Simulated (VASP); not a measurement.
# Rb (Fd-3m) in VASP: notebook

Runs on Rb. Level: PBEsol. Tasks: single point.

Everything below comes from runs of VASP 6.6.1. Logs are shortened: lines on timing, memory, paths and dates and some standing lists are left out, and cuts for length are marked.

### 1 The cell of the first run

It takes space group Fd-3m (No. 227, cubic). The conventional cell has a = 8.548 Å, b = 8.548 Å, c = 8.548 Å, α = 90.00°, β = 90.00°, γ = 90.00°. Rb (site symmetry -43m) has 4 Rb at 3.70 Å within 4.9 Å.

This isn't the form of Rb at room conditions, which is bcc.

### 2 Single point, PBEsol (78.08 Å³/atom)

Contents of INCAR:

```
ALGO = Normal
EDIFF = 1E-7
ENCUT = 520
GGA = PS
ISIF = 2
ISMEAR = -1
LASPH = T
LCHARG = F
LREAL = F
LWAVE = F
NBANDS = 16
NELM = 80
PREC = Accurate
SIGMA = 0.05
```

Contents of KPOINTS:

```
k-points
0
Gamma
  8 8 8
```

Contents of POSCAR:

```
Rb
1.0
    0.0000000000      4.2740480780      4.2740480780
    4.2740480780      0.0000000000      4.2740480780
    4.2740480780      4.2740480780      0.0000000000
Rb
2
Direct
   -0.1250000000     -0.1250000000     -0.1250000000
    0.1250000000      0.1250000000      0.1250000000
```

Potentials or basis: VASP PAW PBE potentials, release 64 (Rb_sv).

Run with:

```bash
$ cat potpaw_PBE.64/Rb_sv/POTCAR > POTCAR
$ mpirun -np 1 vasp_std > vasp.out
```

OUTCAR:

```text
EDIFF = 1E-7
   ENCUT = 520
   GGA = PS
   ISIF = 2
   ISMEAR = -1
   LASPH = T
   LREAL = F
   NELM = 80
   PREC = Accurate

 ion  position               nearest neighbor table
   1  0.875  0.875  0.875-   2 3.70   2 3.70   2 3.70   2 3.70
   2  0.125  0.125  0.125-   1 3.70   1 3.70   1 3.70   1 3.70

  LATTYP: Found a face centered cubic cell.
 ALAT       =     8.5480961560

  Lattice vectors:

 A1 = (   0.0000000000,   4.2740480780,   4.2740480780)
 A2 = (   4.2740480780,   0.0000000000,   4.2740480780)
 A3 = (   4.2740480780,   4.2740480780,   0.0000000000)

Analysis of symmetry for initial positions (statically):
=====================================================================
 Subroutine PRICEL returns:
 Original cell was already a primitive cell.

 Routine SETGRP: Setting up the symmetry group for a
 face centered cubic supercell.

 Subroutine GETGRP returns: Found 48 space group operations
 (whereof 12 operations were pure point group operations)
 out of a pool of 48 trial point group operations.

The static configuration has the point symmetry D_3d.
 The point group associated with its full space group is O_h .

Analysis of symmetry for dynamics (positions and initial velocities):
=====================================================================
 Subroutine PRICEL returns:
 Original cell was already a primitive cell.

 Routine SETGRP: Setting up the symmetry group for a
 face centered cubic supercell.

 Subroutine GETGRP returns: Found 48 space group operations
 (whereof 12 operations were pure point group operations)
 out of a pool of 48 trial point group operations.

The dynamic configuration has the point symmetry D_3d.
 The point group associated with its full space group is O_h .

 Subroutine INISYM returns: Found 48 space group operations
 (whereof 12 operations are pure point group operations),
 and found     1 'primitive' translations

----------------------------------------------------------------------------------------

                                     Primitive cell

  volume of cell :     156.1522

  direct lattice vectors                    reciprocal lattice vectors
     0.000000000  4.274048078  4.274048078    -0.116985114  0.116985114  0.116985114
     4.274048078  0.000000000  4.274048078     0.116985114 -0.116985114  0.116985114
     4.274048078  4.274048078  0.000000000     0.116985114  0.116985114 -0.116985114

  length of vectors
     6.044416758  6.044416758  6.044416758     0.202624161  0.202624161  0.202624161

  position of ions in fractional coordinates (direct lattice)
     0.875000000  0.875000000  0.875000000
     0.125000000  0.125000000  0.125000000

  ion indices of the primitive-cell ions
   primitive index   ion index
                 1           1
                 2           2

----------------------------------------------------------------------------------------

 KPOINTS: k-points

Automatic generation of k-mesh.
 Grid dimensions read from file:
 generate k-points for:    8    8    8

 Generating k-lattice:

  Cartesian coordinates                     Fractional coordinates (reciprocal lattice)
    -0.014623139  0.014623139  0.014623139     0.125000000  0.000000000  0.000000000
     0.014623139 -0.014623139  0.014623139     0.000000000  0.125000000  0.000000000
     0.014623139  0.014623139 -0.014623139     0.000000000  0.000000000  0.125000000

  Length of vectors
     0.025328020  0.025328020  0.025328020

  Shift w.r.t. Gamma in fractional coordinates (k-lattice)
     0.000000000  0.000000000  0.000000000

 Subroutine IBZKPT returns following result:
 ===========================================

 Found     29 irreducible k-points:

 Following reciprocal coordinates:
            Coordinates               Weight
  0.000000  0.000000  0.000000      1.000000
  0.125000  0.000000  0.000000      8.000000
  0.250000  0.000000  0.000000      8.000000
  0.375000  0.000000  0.000000      8.000000
  0.500000  0.000000  0.000000      4.000000
  0.125000  0.125000  0.000000      6.000000
[... 16 lines left out ...]
  0.500000  0.250000  0.125000     48.000000
 -0.375000  0.250000  0.125000     24.000000
 [... further k-points ...]
   k-points           NKPTS =     29   k-points in BZ     NKDIM =     29   number of bands    NBANDS=     16
   number of dos      NEDOS =    301   number of ions     NIONS =      2
   total plane-waves  NPLWV = 110592
   dimension x,y,z NGX =    48 NGY =   48 NGZ =   48
   dimension x,y,z NGXF=    96 NGYF=   96 NGZF=   96
   ions per type =               2
   NGX,Y,Z   is equivalent  to a cutoff of  13.20, 13.20, 13.20 a.u.
   NGXF,Y,Z  is equivalent  to a cutoff of  26.40, 26.40, 26.40 a.u.
 SYSTEM =  unknown system
   PREC   = accura    normal or accurate (medium, high low for compatibility)
   ISTART =      0    job   : 0-new  1-cont  2-samecut
   ICHARG =      2    charge: 1-file 2-atom 10-const
   ISPIN  =      1    spin polarized calculation?
   LNONCOLLINEAR =      F non collinear calculations
   LSORBIT =      F    spin-orbit coupling
   LASPH  =      T    aspherical Exc in radial PAW
   ENCUT  =  520.0 eV  38.22 Ry    6.18 a.u.  11.24 11.24 11.24*2*pi/ulx,y,z
   NELM   =     80;   NELMIN=  2; NELMDL= -5     # of ELM steps
   EDIFF  = 0.1E-06   stopping-criterion for ELM
   LREAL  =      F    real-space projection
   EDIFFG = 0.1E-05   stopping-criterion for IOM
   NSW    =      0    number of steps for IOM
   IBRION =     -1    ionic relax: 0-MD 1-quasi-New 2-CG
   NFREE  =      0    steps in history (QN), initial steepest desc. (CG)
   ISIF   =      2    stress and relaxation
   ISYM   =      2    0-nonsym 1-usesym 2-fastsym
   POTIM  = 0.5000    time-step for ionic-motion
   TEBEG  =    0.0;   TEEND  =   0.0 temperature during run
   PSTRESS=    0.0 pullay stress
   NELECT =      18.0000    total number of electrons
   NUPDOWN=      -1.0000    fix difference up-down
   EMIN   =  10.00;   EMAX   =-10.00  energy-range for DOS
   EFERMI =   0.00;   METHOD = LEGACY
   ISMEAR =    -1;   SIGMA  =   0.05  broadening in eV -4-tet -1-fermi 0-gaus
   EFERMI_NEDOS =   21; number of points for ismear=-14 and -15
   IALGO  =     38    algorithm
   IMIX   =      4    mixing-type and parameters
     AMIX     =   0.40;   BMIX     =  1.00
     AMIX_MAG =   1.60;   BMIX_MAG =  1.00
  volume/ion in A,a.u.               =      78.08       526.88
  Fermi-wavevector in a.u.,A,eV,Ry     =   0.796739  1.505619  8.636891  0.634794
  Thomas-Fermi vector in A             =   1.903321
   LORBIT       =      0    0 simple, 1 ext, 2 COOP (PROOUT), +10 PAW based schemes
   GGA     = PS    functional components
   LHFCALC =     F    Hartree Fock is set to
   AEXX    =    0.0000 exact exchange contribution
   IVDW    =     0    specifies the selected vdW correction
   LEPSILON=     F    determine dielectric tensor
   LRPA    =     F    only Hartree local field effects (RPA)
 non-spin polarized calculation
  energy-cutoff  :      520.00
  volume of cell :      156.15
 maximum number of plane-waves:      4279
 NGX is ok and might be reduce to    48
   NGX = 23   NGY = 23   NGZ = 23

 number of electron      18.0000000 magnetization

 Free energy of the ion-electron system (eV)
  ---------------------------------------------------
  ext. energy  EPLUGINS =         0.00000000
  ---------------------------------------------------
  free energy    TOTEN  =        -1.21188756 eV

  energy without entropy =       -1.19816711  energy(sigma->0) =       -1.20502733

 E-fermi :   0.4105     XC(G=0):  -5.8939

 val. band max:        0.3961116303   @ k =   0.5000   0.1250   0.0000
 cond. band min:       0.4668356339   @ k =   0.5000   0.5000   0.0000
 fundamental gap:      0.0707240036
 Fermi energy:         0.4105373525

 k-point     1 :       0.0000    0.0000    0.0000
  band No.  band energies     occupation
      1     -29.0987      2.00000
      2     -28.9732      2.00000
      3     -13.3323      2.00000
      4     -13.3323      2.00000
      5     -13.3323      2.00000
      6     -12.9649      2.00000
[... 8 lines left out ...]
     15       3.3394      0.00000
     16       3.3394      0.00000

 k-point     2 :       0.1250    0.0000    0.0000
  band No.  band energies     occupation
      1     -29.0952      2.00000
      2     -28.9767      2.00000
      3     -13.3399      2.00000
      4     -13.3399      2.00000
      5     -13.3337      2.00000
      6     -12.9659      2.00000
[... 8 lines left out ...]
     15       3.0563      0.00000
     16       3.3521      0.00000

 k-point     3 :       0.2500    0.0000    0.0000
  band No.  band energies     occupation
      1     -29.0856      2.00000
      2     -28.9864      2.00000
      3     -13.3569      2.00000
      4     -13.3569      2.00000
      5     -13.3378      2.00000
      6     -12.9676      2.00000
[... 8 lines left out ...]
     15       3.3112      0.00000
     16       3.4535      0.00000

 k-point     4 :       0.3750    0.0000    0.0000
  band No.  band energies     occupation
      1     -29.0737      2.00000
      2     -28.9984      2.00000
      3     -13.3726      2.00000
      4     -13.3726      2.00000
      5     -13.3427      2.00000
      6     -12.9683      2.00000
[... 8 lines left out ...]
     15       3.3257      0.00000
     16       3.8042      0.00000
[... 324 lines left out ...]
 k-point    22 :       0.3750    0.2500    0.1250
  band No.  band energies     occupation
      1     -29.0771      2.00000
      2     -28.9951      2.00000
      3     -13.3960      2.00000
      4     -13.3771      2.00000
      5     -13.2903      2.00000
      6     -13.0170      2.00000
[... 8 lines left out ...]
     15       3.4407      0.00000
     16       3.4430      0.00000

 k-point    23 :       0.5000    0.2500    0.1250
  band No.  band energies     occupation
      1     -29.0651      2.00000
      2     -29.0071      2.00000
      3     -13.4173      2.00000
      4     -13.3908      2.00000
      5     -13.2713      2.00000
      6     -13.0377      2.00000
[... 8 lines left out ...]
     15       3.4526      0.00000
     16       3.6624      0.00000

 k-point    24 :      -0.3750    0.2500    0.1250
  band No.  band energies     occupation
      1     -29.0583      2.00000
      2     -29.0140      2.00000
      3     -13.4250      2.00000
      4     -13.3972      2.00000
      5     -13.2628      2.00000
      6     -13.0468      2.00000
[... 8 lines left out ...]
     15       3.4982      0.00000
     16       3.8111      0.00000

 [... further k-points ...]

------------------------ aborting loop because EDIFF is reached ----------------------------------------

  FORCE on cell =-STRESS in cart. coord.  units (eV):
  Direction    XX          YY          ZZ          XY          YZ          ZX
  --------------------------------------------------------------------------------------
  -------------------------------------------------------------------------------------
  Total        1.1874646      1.1874646      1.1874646     -0.0000000      0.0000000      0.0000000
  in kB       12.1838078     12.1838078     12.1838078     -0.0000000      0.0000000      0.0000000
  external PRESSURE =      12.1838078 kB  Pullay stress =       0.0000000 kB

 VOLUME and BASIS-vectors are now :
 -----------------------------------------------------------------------------
  energy-cutoff  :      520.00
  volume of cell :      156.15
      direct lattice vectors                 reciprocal lattice vectors
     0.000000000  4.274048078  4.274048078    -0.116985114  0.116985114  0.116985114
     4.274048078  0.000000000  4.274048078     0.116985114 -0.116985114  0.116985114
     4.274048078  4.274048078  0.000000000     0.116985114  0.116985114 -0.116985114

 POSITION                                       TOTAL-FORCE (eV/Angst)
 -----------------------------------------------------------------------------------
      7.47958      7.47958      7.47958        -0.000000     -0.000000      0.000000
      1.06851      1.06851      1.06851         0.000000      0.000000     -0.000000
 -----------------------------------------------------------------------------------
    total drift:                                0.000000      0.000000      0.000000

  FREE ENERGIE OF THE ION-ELECTRON SYSTEM (eV)
  ---------------------------------------------------
  free  energy   TOTEN  =        -1.2118875588 eV

  energy  without entropy=       -1.1981671086  energy(sigma->0) =       -1.20502733
```

Wall time 82 s (1 thread of AMD EPYC 9R14 (Zen 4), shared host); peak memory 0.3 GiB.

Results:

```yaml
Free_energy: -1.2119 eV
Pressure: 1.2 GPa
Band_gap_on_the_k_mesh: zero (bands 9 and 10 overlap by 0.48 eV)
```

Levels at points of the mesh, in eV from the Fermi level:
```
           k point  band 6  band 7  band 8  band 9  band 10  band 11  band 12  band 13
(0.00, 0.00, 0.00)  -13.38  -13.38  -13.38   -2.21     2.11     2.11     2.37     2.37
(0.50, 0.00, 0.00)  -13.38  -13.33  -13.33   -0.62    -0.18     1.64     1.64     2.52
(0.50, 0.50, 0.00)  -13.57  -13.28  -13.28    0.06     0.06     1.15     1.15     2.47
```

Caveat: the PAW data sets were made with another functional, which shifts forces and pressure a little.

### 3 Single point, PBEsol (91.09 Å³/atom)

This run uses another cell than the first one, of 91.09 Å³/atom.

Contents of INCAR:

```
PREC     = Accurate       # precision mode
ENCUT    = 520            # plane-wave cutoff, eV
EDIFF    = 1E-6           # SCF threshold, eV
ISMEAR   = -1             # smearing method
SIGMA    = 0.05           # smearing width, eV
LREAL    = False          # projectors in reciprocal space
LASPH    = True           # aspherical terms in the spheres
NELM     = 60             # most SCF steps
ALGO     = Normal         # electronic algorithm
ISIF     = 2              # what is computed and relaxed
LWAVE    = False          # write WAVECAR
LCHARG   = True           # write CHGCAR
GGA      = PS             # functional
LELF     = True           # ELF
LVHAR    = True         
NBANDS   = 16             # bands
```

Contents of KPOINTS:

```
regular mesh
0
Gamma
  8 8 8
```

Contents of POSCAR:

```
Rb
1.0
    0.0000000000      4.4994040997      4.4994040997
    4.4994040997      0.0000000000      4.4994040997
    4.4994040997      4.4994040997      0.0000000000
Rb
2
Direct
   -0.1250000000     -0.1250000000     -0.1250000000
    0.1250000000      0.1250000000      0.1250000000
```

Potentials or basis: VASP PAW PBE potentials, release 64 (Rb_sv).

Run with:

```bash
$ cat potpaw_PBE.64/Rb_sv/POTCAR > POTCAR
$ mpirun -np 1 vasp_std > vasp.out
```

Run time: 87 s. Hardware: 1 thread of AMD EPYC 9R14 (Zen 4), shared host; peak memory 0.29 GiB.

Results (log left out):

```yaml
Free_energy: -1.3627 eV
Pressure: 0.7 GPa
Band_gap_on_the_k_mesh: zero (bands 9 and 10 overlap by 0.55 eV)
```

Levels at points of the mesh, in eV from the Fermi level:
| k point | band 5 | band 6 | band 7 | band 8 | band 9 | band 10 | band 11 | band 12 | band 13 | band 14 |
| --- | --- | --- | --- | --- | --- | --- | --- | --- | --- | --- |
| (0.00, 0.00, 0.00) | -13.61 | -13.36 | -13.36 | -13.36 | -2.04 | 2.16 | 2.16 | 2.27 | 2.27 | 2.27 |
| (0.50, 0.00, 0.00) | -13.62 | -13.37 | -13.33 | -13.33 | -0.66 | -0.16 | 1.68 | 1.68 | 2.34 | 2.83 |
| (0.50, 0.50, 0.00) | -13.49 | -13.49 | -13.30 | -13.30 | 0.05 | 0.05 | 1.06 | 1.06 | 2.18 | 2.18 |

Caveat: the PAW data sets were made with another functional, which shifts forces and pressure a little.

### 4 Single point, PBEsol (104.10 Å³/atom)

This run uses another cell than the first one, of 104.10 Å³/atom.

Contents of INCAR:

```
SYSTEM = Rb
ALGO = Normal
EDIFF = 1E-7
ENCUT = 520
GGA = PS
ISIF = 2
ISMEAR = -1
LASPH = .TRUE.
LCHARG = .FALSE.
LREAL = .FALSE.
LWAVE = .FALSE.
NBANDS = 16
NELM = 100
PREC = Accurate
SIGMA = 0.05
```

Contents of KPOINTS:

```
k-points
0
G
  8 8 8
  0 0 0
```

Contents of POSCAR:

```
Rb
1.0
    0.0000000000      4.7041986040      4.7041986040
    4.7041986040      0.0000000000      4.7041986040
    4.7041986040      4.7041986040      0.0000000000
Rb
2
Direct
   -0.1250000000     -0.1250000000     -0.1250000000
    0.1250000000      0.1250000000      0.1250000000
```

Run with:

```bash
$ cat potpaw_PBE.64/Rb_sv/POTCAR > POTCAR
$ mpirun -np 1 vasp_std > vasp.out
```

Run time: 2 min. Hardware: 1 thread of AMD EPYC 9R14 (Zen 4), shared host; peak memory 0.33 GiB.

The run converged. Its results:

```
Free energy            : -1.4440 eV
Pressure               : 0.3 GPa
Band gap on the k mesh : zero (bands 9 and 10 overlap by 0.46 eV)
```

Levels at points of the mesh, in eV from the Fermi level:
```csv
k point,band 7,band 8,band 9,band 10,band 11,band 12
"(0.00, 0.00, 0.00)",-13.35,-13.35,-1.88,2.18,2.18,2.18
"(0.50, 0.00, 0.00)",-13.33,-13.33,-0.67,-0.13,1.71,1.71
"(0.50, 0.50, 0.00)",-13.31,-13.31,0.03,0.03,1.04,1.04
```

Caveat: the PAW data sets were made with another functional, which shifts forces and pressure a little.

### 5 Single point, PBEsol (104.10 Å³/atom)

This run uses another cell than the first one, of 104.10 Å³/atom.

Contents of INCAR:

```
PREC = Accurate
ENCUT = 520
EDIFF = 1E-6
ISMEAR = -1
SIGMA = 0.05
LREAL = F
LASPH = T
NELM = 100
ALGO = Normal
ISIF = 2
LWAVE = F
LCHARG = F
GGA = PS
NBANDS = 16
```

Contents of KPOINTS:

```
Automatic mesh
0
Gamma
  8 8 8
```

POSCAR is that of step 4.

Run with:

```bash
$ cat potpaw_PBE.64/Rb_sv/POTCAR > POTCAR
$ mpirun -np 1 vasp_std > vasp.out
```

Wall time 1.7 min (1 thread of AMD EPYC 9R14 (Zen 4), shared host); peak memory 0.33 GiB.

It converged, with:

- Free energy: -1.4440 eV
- Pressure: 0.3 GPa
- Band gap on the k mesh: zero (bands 9 and 10 overlap by 0.46 eV)

Levels at points of the mesh, in eV from the Fermi level:
| k point | band 7 | band 8 | band 9 | band 10 | band 11 | band 12 |
| --- | --- | --- | --- | --- | --- | --- |
| (0.00, 0.00, 0.00) | -13.35 | -13.35 | -1.88 | 2.18 | 2.18 | 2.18 |
| (0.50, 0.00, 0.00) | -13.33 | -13.33 | -0.67 | -0.13 | 1.71 | 1.71 |
| (0.50, 0.50, 0.00) | -13.31 | -13.31 | 0.03 | 0.03 | 1.04 | 1.04 |

Caveat: the PAW data sets were made with another functional, which shifts forces and pressure a little.

### 6 The runs side by side

| cell | gap on the mesh (eV) | pressure (GPa) |
| --- | --- | --- |
| a = 6.044 Å, angles 60.0°, 2 atoms | none | 1.2 |
| a = 6.363 Å, angles 60.0°, 2 atoms | none | 0.7 |
| a = 6.653 Å, angles 60.0°, 2 atoms | none | 0.3 |

Alike in all rows: task single point; level PBEsol; potentials or basis VASP PAW PBE potentials, release 64 (Rb_sv); no spin polarisation; k mesh 8 × 8 × 8; cutoff (eV) 520; smearing fermi-dirac 0.05 eV.

Caveats: the PAW data sets were made with another functional, which shifts forces and pressure a little.

Absolute energies hang on the potentials; compare differences alone.
